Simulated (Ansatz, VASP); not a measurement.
Two plane-wave programs on Sr

The input INCAR:

```
ALGO = Normal ; EDIFF = 1E-6
ENCUT = 500 ; GGA = CA
GGA_COMPAT = F ; ISIF = 2
ISMEAR = -1 ; LASPH = T
LCHARG = F ; LREAL = F
LWAVE = F ; NBANDS = 11
NELM = 120 ; PREC = Accurate
SIGMA = 0.1
```

KPOINTS

```
k-points
0
Gamma
  9 9 9
```

POSCAR

```
Sr
1.0
    0.0000000000      2.9028949114      2.9028949114
    2.9028949114      0.0000000000      2.9028949114
    2.9028949114      2.9028949114      0.0000000000
Sr
1
Direct
    0.0000000000      0.0000000000      0.0000000000
```

Input for Ansatz:

```yaml
crystal:
  lattice:
    - [0.0, 2.9028949114, 2.9028949114]
    - [2.9028949114, 0.0, 2.9028949114]
    - [2.9028949114, 2.9028949114, 0.0]
  atoms:
    - { symbol: Sr, position: [0.0, 0.0, 0.0] }
hamiltonian:
  xc: lda
  pseudopotentials:
    kind: paw
    azcp:
      Sr: "pseudopotentials/Sr.paw.azcp"
basis:
  ecutwfc: 500
  fft_grid_basis: typed
kpoints:
  mp_grid: { grid: [9, 9, 9], shift: [0, 0, 0] }
magnetization:
  spin_polarized: false
scf:
  occupations: { method: fermi_dirac, width: 0.1 }
  lower_state_search: "off"
output:
  stress: true
  write_density: true
  write_potential: true
  elf: true
  volumetric_format: npy
```

Alike in both runs: task single point; functional LDA; k mesh 9 × 9 × 9; occupations fermi-dirac, width 0.1 eV; no spin polarisation.

```csv
,VASP,Ansatz
version,VASP 6.6.1,Ansatz 0.2.0
potentials or method,"VASP PAW LDA potentials, release 64 (Sr_sv), cutoff 500 eV","plane waves (500 eV) with PAW, scalar-relativistic"
valence electrons in the cell,10,10
```

|  | VASP | Ansatz | Ansatz less VASP |
| --- | --- | --- | --- |
| pressure (GPa) | 0.0 | 0.0 | +0.01 |

Ansatz warns that its potentials were made for another functional, while VASP's fit it. LDA's correlation is that of Perdew and Zunger in VASP and of Perdew and Wang (1992) in Ansatz.
